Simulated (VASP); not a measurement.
The system is MgBe2Te2O.

```xyz
6
Lattice="4.0409 0.0000 0.0000 -2.0205 3.4995 0.0000 0.0000 0.0000 6.7846" Properties=species:S:1:pos:R:3 pbc="T T T"
Mg    0.0000    0.0000    3.3923
Be    0.0000    2.3330    2.3027
Be    2.0205    1.1665    4.4819
Te    0.0000    2.3330    4.9606
Te    2.0205    1.1665    1.8240
O     0.0000    0.0000    0.0000
```

* Program: VASP 6.6.1
* Task: relaxation of cell and atoms
* Functional: PBE
* Potentials or basis: VASP PAW PBE potentials, release 64 (Mg, Be, Te, O)
* Cutoff: 600 eV
* k mesh: 6 × 6 × 4
* Occupations: gaussian, width 0.1 eV
* Spin: no spin polarisation

At the start: pressure 12.4 GPa; volume 15.99 Å³/atom.

Task: How do energy, volume and symmetry change on relaxing?

Result: Over 21 steps the energy falls by 319.9 meV/atom and the volume is 17.53 Å³/atom (+9.6 %); space group P-3m1 (No. 164, to 0.05 Å).

Step by step:
```csv
step,energy change (eV),largest force (eV/Å),pressure (GPa),volume (Å³)
1,0.0000,3.4646,12.43,95.94
2,-1.0796,1.1041,-4.26,114.21
3,-1.0858,1.2709,-3.34,112.59
4,-1.3606,1.0270,-2.73,108.86
5,-1.7209,0.4628,1.95,98.10
6,-1.7357,0.1928,0.13,101.02
7,-1.7449,0.1714,0.73,99.95
8,-1.7973,0.2407,0.36,100.77
9,-1.8210,0.6855,-0.21,102.61
10,-1.8304,0.5648,-0.08,102.05
11,-1.8754,0.2491,0.41,102.48
12,-1.8818,0.1995,0.69,102.68
13,-1.8930,0.1890,-0.46,104.61
14,-1.8934,0.1871,-0.68,105.03
15,-1.9030,0.1264,-0.36,104.75
16,-1.9094,0.1888,0.19,104.30
17,-1.9152,0.0679,-0.02,104.69
18,-1.9167,0.0348,-0.19,105.00
19,-1.9182,0.0320,0.31,104.53
20,-1.9182,0.0320,0.26,104.58
21,-1.9193,0.0194,0.04,105.18
```

Final structure:
```
CELL_PARAMETERS angstrom
3.94974 0.00000 0.00000
-1.97487 3.42057 0.00000
0.00000 0.00000 7.78535
ATOMIC_POSITIONS crystal
Mg 0.00000 0.00000 0.50000
Be 0.33333 0.66667 0.30242
Be 0.66667 0.33333 0.69758
Te 0.33333 0.66667 0.79737
Te 0.66667 0.33333 0.20263
O 0.00000 0.00000 0.00000
```
